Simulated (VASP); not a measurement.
# SiBi2 (P6/mmm) in VASP: single point with PBE

Aim: the single point of SiBi2 with PBE.

Program: VASP 6.6.1. These are calculated values, not measurements. Logs are shortened: lines on timing, memory, paths and dates and some standing lists are left out, and cuts for length are marked.

## 1. The cell of the first run

The structure is hexagonal, space group P6/mmm (No. 191). The conventional cell has a = 5.538 Å, b = 5.538 Å, c = 3.183 Å, α = 90.00°, β = 90.00°, γ = 120.00°. Si (site symmetry 6/mmm) has 2 Si at 3.18 Å and 12 Bi at 3.57 Å within 4.2 Å. Bi (site symmetry -6m2) has 5 Bi at 3.18 to 3.20 Å and 6 Si at 3.57 Å within 4.2 Å.

## 2. Single point, PBE

The input, INCAR:

```
SYSTEM = SiBi2
PREC = Accurate ; ENCUT = 520
EDIFF = 1E-6 ; ISMEAR = 0
SIGMA = 0.1 ; LREAL = .FALSE.
LASPH = .TRUE. ; NELM = 60
ALGO = Fast ; ISIF = 2
LWAVE = .FALSE. ; LCHARG = .FALSE.
GGA = PE ; NBANDS = 24
```

The input, KPOINTS:

```
regular mesh
0
G
  12 12 14
  0 0 0
```

The input, POSCAR:

```
SiBi2
1.0
    5.5380219572      0.0000000000      0.0000000000
   -2.7690109786      4.7960677016      0.0000000000
    0.0000000000      0.0000000000      3.1832202476
Si Bi
1 2
Direct
    0.0000000000      0.0000000000      0.0000000000
    0.3333333333      0.6666666667      0.5000000000
    0.6666666667      0.3333333333      0.5000000000
```

Potentials or basis: VASP PAW PBE potentials, release 64 (Si, Bi_d).

On the command line:

```
> cat potpaw_PBE.64/Si/POTCAR potpaw_PBE.64/Bi_d/POTCAR > POTCAR
> mpirun -np 1 vasp_std > vasp.out
```

OUTCAR:

```text
SYSTEM = SiBi2
   PREC = Accurate
   ENCUT = 520
   EDIFF = 1E-6
   ISMEAR = 0
   LREAL = .FALSE.
   LASPH = .TRUE.
   NELM = 60
   ISIF = 2
   GGA = PE

 ion  position               nearest neighbor table
   1  0.000  0.000  0.000-
   2  0.333  0.667  0.500-   3 3.20   3 3.20   3 3.20
   3  0.667  0.333  0.500-   2 3.20   2 3.20   2 3.20

  LATTYP: Found a hexagonal cell.
 ALAT       =     5.5380219572
 C/A-ratio  =     0.5747937210

  Lattice vectors:

 A1 = (   5.5380219572,   0.0000000000,   0.0000000000)
 A2 = (  -2.7690109786,   4.7960677016,   0.0000000000)
 A3 = (   0.0000000000,   0.0000000000,   3.1832202476)

Analysis of symmetry for initial positions (statically):
=====================================================================
 Subroutine PRICEL returns:
 Original cell was already a primitive cell.

 Routine SETGRP: Setting up the symmetry group for a
 hexagonal supercell.

 Subroutine GETGRP returns: Found 24 space group operations
 (whereof 24 operations were pure point group operations)
 out of a pool of 24 trial point group operations.

The static configuration has the point symmetry D_6h.

Analysis of symmetry for dynamics (positions and initial velocities):
=====================================================================
 Subroutine PRICEL returns:
 Original cell was already a primitive cell.

 Routine SETGRP: Setting up the symmetry group for a
 hexagonal supercell.

 Subroutine GETGRP returns: Found 24 space group operations
 (whereof 24 operations were pure point group operations)
 out of a pool of 24 trial point group operations.

The dynamic configuration has the point symmetry D_6h.

 Subroutine INISYM returns: Found 24 space group operations
 (whereof 24 operations are pure point group operations),
 and found     1 'primitive' translations

----------------------------------------------------------------------------------------

                                     Primitive cell

  volume of cell :      84.5486

  direct lattice vectors                    reciprocal lattice vectors
     5.538021957  0.000000000  0.000000000     0.180569887  0.104252073  0.000000000
    -2.769010979  4.796067702  0.000000000     0.000000000  0.208504146  0.000000000
     0.000000000  0.000000000  3.183220248     0.000000000  0.000000000  0.314147286

  length of vectors
     5.538021957  5.538021957  3.183220248     0.208504146  0.208504146  0.314147286

  position of ions in fractional coordinates (direct lattice)
     0.000000000  0.000000000  0.000000000
     0.333333333  0.666666667  0.500000000
     0.666666667  0.333333333  0.500000000

  ion indices of the primitive-cell ions
   primitive index   ion index
                 1           1
                 2           2
                 3           3

----------------------------------------------------------------------------------------

 KPOINTS: regular mesh

Automatic generation of k-mesh.
 Grid dimensions read from file:
 generate k-points for:   12   12   14

 Generating k-lattice:

  Cartesian coordinates                     Fractional coordinates (reciprocal lattice)
     0.015047491  0.008687673  0.000000000     0.083333333  0.000000000  0.000000000
     0.000000000  0.017375345  0.000000000     0.000000000  0.083333333  0.000000000
     0.000000000  0.000000000  0.022439092     0.000000000  0.000000000  0.071428571

  Length of vectors
     0.017375345  0.017375345  0.022439092

  Shift w.r.t. Gamma in fractional coordinates (k-lattice)
     0.000000000  0.000000000  0.000000000

 Subroutine IBZKPT returns following result:
 ===========================================

 Found    152 irreducible k-points:

 Following reciprocal coordinates:
            Coordinates               Weight
  0.000000  0.000000  0.000000      1.000000
  0.083333 -0.000000  0.000000      6.000000
  0.166667 -0.000000  0.000000      6.000000
  0.250000  0.000000  0.000000      6.000000
  0.333333  0.000000  0.000000      6.000000
  0.416667  0.000000  0.000000      6.000000
[... 16 lines left out ...]
  0.250000  0.000000  0.071429     12.000000
  0.333333  0.000000  0.071429     12.000000
 [... further k-points ...]
   k-points           NKPTS =    152   k-points in BZ     NKDIM =    152   number of bands    NBANDS=     24
   number of dos      NEDOS =    301   number of ions     NIONS =      3
   total plane-waves  NPLWV =  42336
   dimension x,y,z NGX =    42 NGY =   42 NGZ =   24
   dimension x,y,z NGXF=    84 NGYF=   84 NGZF=   48
   ions per type =               1   2
   NGX,Y,Z   is equivalent  to a cutoff of  12.61, 12.61, 12.53 a.u.
   NGXF,Y,Z  is equivalent  to a cutoff of  25.22, 25.22, 25.07 a.u.
 SYSTEM =  SiBi2
   PREC   = accura    normal or accurate (medium, high low for compatibility)
   ISTART =      0    job   : 0-new  1-cont  2-samecut
   ICHARG =      2    charge: 1-file 2-atom 10-const
   ISPIN  =      1    spin polarized calculation?
   LNONCOLLINEAR =      F non collinear calculations
   LSORBIT =      F    spin-orbit coupling
   LASPH  =      T    aspherical Exc in radial PAW
   ENCUT  =  520.0 eV  38.22 Ry    6.18 a.u.  10.30 10.30  5.92*2*pi/ulx,y,z
   NELM   =     60;   NELMIN=  2; NELMDL= -5     # of ELM steps
   EDIFF  = 0.1E-05   stopping-criterion for ELM
   LREAL  =      F    real-space projection
   EDIFFG = 0.1E-04   stopping-criterion for IOM
   NSW    =      0    number of steps for IOM
   IBRION =     -1    ionic relax: 0-MD 1-quasi-New 2-CG
   NFREE  =      0    steps in history (QN), initial steepest desc. (CG)
   ISIF   =      2    stress and relaxation
   ISYM   =      2    0-nonsym 1-usesym 2-fastsym
   POTIM  = 0.5000    time-step for ionic-motion
   TEBEG  =    0.0;   TEEND  =   0.0 temperature during run
   PSTRESS=    0.0 pullay stress
   NELECT =      34.0000    total number of electrons
   NUPDOWN=      -1.0000    fix difference up-down
   EMIN   =  10.00;   EMAX   =-10.00  energy-range for DOS
   EFERMI =   0.00;   METHOD = LEGACY
   ISMEAR =     0;   SIGMA  =   0.10  broadening in eV -4-tet -1-fermi 0-gaus
   EFERMI_NEDOS =   21; number of points for ismear=-14 and -15
   IALGO  =     68    algorithm
   IMIX   =      4    mixing-type and parameters
     AMIX     =   0.40;   BMIX     =  1.00
     AMIX_MAG =   1.60;   BMIX_MAG =  1.00
  volume/ion in A,a.u.               =      28.18       190.19
  Fermi-wavevector in a.u.,A,eV,Ry     =   1.208367  2.283483 19.866563  1.460151
  Thomas-Fermi vector in A             =   2.343977
   LORBIT       =      0    0 simple, 1 ext, 2 COOP (PROOUT), +10 PAW based schemes
   GGA     = PE    functional components
   LHFCALC =     F    Hartree Fock is set to
   AEXX    =    0.0000 exact exchange contribution
   IVDW    =     0    specifies the selected vdW correction
   LEPSILON=     F    determine dielectric tensor
   LRPA    =     F    only Hartree local field effects (RPA)
 non-spin polarized calculation
 RMM-DIIS sequential band-by-band and
 Gauss-broadening in eV      SIGMA  =   0.10
  energy-cutoff  :      520.00
  volume of cell :       84.55
 maximum number of plane-waves:      2302
 NGX is ok and might be reduce to    42
   NGX = 21   NGY = 21   NGZ = 11

 number of electron      34.0000009 magnetization

 Free energy of the ion-electron system (eV)
  ---------------------------------------------------
  ext. energy  EPLUGINS =         0.00000000
  ---------------------------------------------------
  free energy    TOTEN  =       -11.48287748 eV

  energy without entropy =      -11.47564590  energy(sigma->0) =      -11.47926169

 E-fermi :   7.2990     XC(G=0): -10.0682

 val. band max:        7.2983627672   @ k =   0.1667   0.0833   0.2857
 cond. band min:       7.2991674971   @ k =   0.4167   0.1667   0.2857
 fundamental gap:      0.0008047299
 Fermi energy:         7.2990343855

 k-point     1 :       0.0000    0.0000    0.0000
  band No.  band energies     occupation
      1     -15.9612      2.00000
      2     -15.8391      2.00000
      3     -15.7617      2.00000
      4     -15.7617      2.00000
      5     -15.6693      2.00000
      6     -15.6693      2.00000
[... 16 lines left out ...]
     23      14.1726      0.00000
     24      17.5292      0.00000

 k-point     2 :       0.0833   -0.0000    0.0000
  band No.  band energies     occupation
      1     -15.9601      2.00000
      2     -15.8441      2.00000
      3     -15.7670      2.00000
      4     -15.7601      2.00000
      5     -15.6697      2.00000
      6     -15.6685      2.00000
[... 16 lines left out ...]
     23      14.0901      0.00000
     24      17.3441      0.00000

 k-point     3 :       0.1667   -0.0000    0.0000
  band No.  band energies     occupation
      1     -15.9571      2.00000
      2     -15.8566      2.00000
      3     -15.7796      2.00000
      4     -15.7571      2.00000
      5     -15.6706      2.00000
      6     -15.6661      2.00000
[... 16 lines left out ...]
     23      13.8647      0.00000
     24      16.7147      0.00000

 k-point     4 :       0.2500    0.0000    0.0000
  band No.  band energies     occupation
      1     -15.9521      2.00000
      2     -15.8725      2.00000
      3     -15.7938      2.00000
      4     -15.7547      2.00000
      5     -15.6718      2.00000
      6     -15.6624      2.00000
[... 16 lines left out ...]
     23      13.9290      0.00000
     24      16.2694      0.00000

 k-point     5 :       0.3333    0.0000    0.0000
  band No.  band energies     occupation
      1     -15.9454      2.00000
      2     -15.8887      2.00000
      3     -15.8058      2.00000
      4     -15.7533      2.00000
      5     -15.6730      2.00000
      6     -15.6581      2.00000
[... 451 lines left out ...]
 k-point    22 :       0.1667   -0.0000    0.0714
  band No.  band energies     occupation
      1     -15.9408      2.00000
      2     -15.8410      2.00000
      3     -15.7790      2.00000
      4     -15.7542      2.00000
      5     -15.6770      2.00000
      6     -15.6724      2.00000
[... 16 lines left out ...]
     23      14.7023      0.00000
     24      16.6966      0.00000

 k-point    23 :       0.2500    0.0000    0.0714
  band No.  band energies     occupation
      1     -15.9360      2.00000
      2     -15.8580      2.00000
      3     -15.7931      2.00000
      4     -15.7507      2.00000
      5     -15.6782      2.00000
      6     -15.6687      2.00000
[... 16 lines left out ...]
     23      14.8419      0.00000
     24      16.3494      0.00000

 k-point    24 :       0.3333    0.0000    0.0714
  band No.  band energies     occupation
      1     -15.9295      2.00000
      2     -15.8747      2.00000
      3     -15.8051      2.00000
      4     -15.7487      2.00000
      5     -15.6794      2.00000
      6     -15.6643      2.00000
[... 16 lines left out ...]
     23      15.0093      0.00000
     24      15.3782      0.00000

 [... further k-points ...]

------------------------ aborting loop because EDIFF is reached ----------------------------------------

  FORCE on cell =-STRESS in cart. coord.  units (eV):
  Direction    XX          YY          ZZ          XY          YZ          ZX
  --------------------------------------------------------------------------------------
  -------------------------------------------------------------------------------------
  Total       -0.0188503     -0.0188503     -0.0130100      0.0000000     -0.0000000      0.0000000
  in kB       -0.3572091     -0.3572091     -0.2465357      0.0000000     -0.0000000      0.0000000
  external PRESSURE =      -0.3203180 kB  Pullay stress =       0.0000000 kB

 VOLUME and BASIS-vectors are now :
 -----------------------------------------------------------------------------
  energy-cutoff  :      520.00
  volume of cell :       84.55
      direct lattice vectors                 reciprocal lattice vectors
     5.538021957  0.000000000  0.000000000     0.180569887  0.104252073  0.000000000
    -2.769010979  4.796067702  0.000000000     0.000000000  0.208504146  0.000000000
     0.000000000  0.000000000  3.183220248     0.000000000  0.000000000  0.314147286

 POSITION                                       TOTAL-FORCE (eV/Angst)
 -----------------------------------------------------------------------------------
      0.00000      0.00000      0.00000        -0.000000      0.000000      0.000000
     -0.00000      3.19738      1.59161        -0.000000     -0.000000      0.000000
      2.76901      1.59869      1.59161         0.000000      0.000000      0.000000
 -----------------------------------------------------------------------------------
    total drift:                                0.000000      0.000000     -0.000000

  FREE ENERGIE OF THE ION-ELECTRON SYSTEM (eV)
  ---------------------------------------------------
  free  energy   TOTEN  =       -11.4828774777 eV

  energy  without entropy=      -11.4756458971  energy(sigma->0) =      -11.47926169
```

It took 3.8 min on 1 thread of Intel Xeon Platinum 8488C (Sapphire Rapids), shared host; peak memory 0.39 GiB.

Results:

| Item | Value |
| --- | --- |
| Free energy | -11.4829 eV |
| Pressure | 0.0 GPa |
| Band gap on the k mesh | zero (band 17 reaches 9.82 eV, above the bottom of band 18 at 5.64 eV) |

Levels at points of the mesh, in eV from the Fermi level:
```csv
k point,band 13,band 14,band 15,band 16,band 17,band 18,band 19,band 20,band 21,band 22
"(0.00, 0.00, 0.00)",-7.03,-3.73,-3.73,-2.81,-2.81,2.66,5.11,5.11,5.83,6.31
"(0.50, 0.00, 0.00)",-8.03,-5.08,-1.00,-0.77,1.39,1.47,2.22,4.03,4.28,5.78
"(0.00, 0.00, 0.50)",-7.02,-3.12,-2.17,-1.89,-1.55,-1.55,0.19,0.19,1.12,1.12
"(0.50, 0.00, 0.50)",-6.03,-4.81,-3.34,-3.18,-2.43,-0.16,1.63,2.19,2.78,4.10
```

Caveat: spin-orbit coupling is left out, which moves the levels of the heavy elements.
